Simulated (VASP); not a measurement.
MgO, 2 atoms in the cell. Symmetry: Pm-3m, No. 221, cubic system. Conventional cell: a = 2.712 Å, b = 2.712 Å, c = 2.712 Å, α = 90.00°, β = 90.00°, γ = 90.00°. Mg (site symmetry m-3m) has 8 O at 2.35 Å and 6 Mg at 2.71 Å within 3.1 Å. Within 3.1 Å of O (site symmetry m-3m) lie 8 Mg at 2.35 Å and 6 O at 2.71 Å.  This cell differs from its parent crystal: volume scaled by 1.06.

| Property | Result |
| --- | --- |
| Program | VASP 6.6.1 |
| Task | single point |
| Functional | PBE |
| Potentials or basis | VASP PAW PBE potentials, release 64 (Mg, O) |
| Cutoff | 520 eV |
| k mesh | 10 × 10 × 10 |
| Occupations | gaussian, width 0.02 eV |
| Spin | no spin polarisation |
| Dipole correction | no |
| Further INCAR settings | ALGO = Normal; EDIFF = 1e-06; NBANDS = 11 |

Potentials or basis: VASP PAW PBE potentials, release 64 (Mg, O).

Command:

```bash
$ cat potpaw_PBE.64/Mg/POTCAR potpaw_PBE.64/O/POTCAR > POTCAR
$ mpirun -np 1 vasp_std > vasp.out
```

Hardware: 1 thread of Intel(R) Xeon(R) 6975P-C (Granite Rapids), with other jobs on the host.

Task: How long does it take, and how much memory?

Result: Run time: 7.8 s on 1 thread of Intel(R) Xeon(R) 6975P-C (Granite Rapids), on a shared host, peak memory 0.13 GiB. Counts: scf iterations 12, k points 56.
